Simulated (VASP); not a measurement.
Input of a VASP 6.6.1 run:

Contents of INCAR:

```
PREC = Accurate
ENCUT = 520
EDIFF = 1E-6
ISMEAR = 0
SIGMA = 0.1
LREAL = F
LASPH = T
NELM = 100
ALGO = Fast
ISIF = 2
LWAVE = F
LCHARG = F
GGA = PE
NBANDS = 18
```

The input KPOINTS:

```
regular mesh
0
Gamma
  18 18 6
```

The input POSCAR:

```
ScAl3
1.0
    3.0484802501      0.0000000000      0.0000000000
   -1.5242401250      2.6400613395      0.0000000000
    0.0000000000      0.0000000000      9.2073774777
Sc Al
1 3
Direct
    0.0000000000      0.0000000000      0.0000000000
    0.0000000000      0.0000000000      0.5000000000
    0.6666666667      0.3333333333      0.2598853390
    0.6666666667      0.3333333333      0.7401146610
```

Potentials or basis: VASP PAW PBE potentials, release 64 (Sc_sv, Al).

Command:

```sh
$ cat potpaw_PBE.64/Sc_sv/POTCAR potpaw_PBE.64/Al/POTCAR > POTCAR
$ mpirun -np 1 vasp_std > vasp.out
```

Task: Estimate the band gap on the k mesh.

Result: Zero (bands 10 and 11 overlap by 2.87 eV).

Task: What does it give for the largest force?

Result: 0.010 eV/Å.

Task: What does it give for the pressure?

Result: 0.0 GPa.

Forces in eV/Å, atoms in the order of the input:
```
Sc   0.000  0.000  0.000
Al   0.000  0.000  0.000
Al   0.000  0.000  0.010
Al   0.000  0.000 -0.010
```
